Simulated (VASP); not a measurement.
Ta2C:

```xyz
3
Lattice="3.1059 0.0000 0.0000 -1.5530 2.6898 0.0000 0.0000 0.0000 4.9464" Properties=species:S:1:pos:R:3 pbc="T T T"
Ta    0.0000    1.7932    1.2465
Ta    1.5530    0.8966    3.6999
C     0.0000    0.0000    0.0000
```

```yaml
Program: VASP 6.6.1
Task: relaxation of cell and atoms
Functional: LDA
Potentials_or_basis: VASP PAW LDA potentials, release 64 (Ta_pv, C)
Cutoff: 600 eV
k_mesh: 9 × 9 × 4
Occupations: gaussian, width 0.1 eV
Spin: no spin polarisation
```

At the start: pressure -7.1 GPa; volume 13.77 Å³/atom.

Question: How do energy, volume and symmetry change on relaxing?

Answer: Over 5 steps the energy falls by 7.7 meV/atom and the volume is 13.42 Å³/atom (-2.6 %); space group P-3m1 (No. 164, to 0.1 Å) before and after.

The path:
```tsv
step	energy change (eV)	largest force (eV/Å)	pressure (GPa)	volume (Å³)
1	0.0000	0.1015	-7.06	41.32
2	0.1530	1.0108	22.88	37.80
3	-0.0222	0.1554	-0.28	40.37
4	-0.0222	0.1626	-0.07	40.34
5	-0.0231	0.0327	0.03	40.27
```

Final structure:
```
Ta C
1.0
     3.08118    0.00000    0.00000
    -1.54059    2.66838    0.00000
     0.00000    0.00000    4.89744
Ta C
2 1
Direct
  0.33333 0.66667 0.25312
  0.66667 0.33333 0.74688
  0.00000 0.00000 0.00000
```

Caveat: the relaxation stopped at a loose force limit of 0.05 eV/Å, so its end isn't a converged minimum.
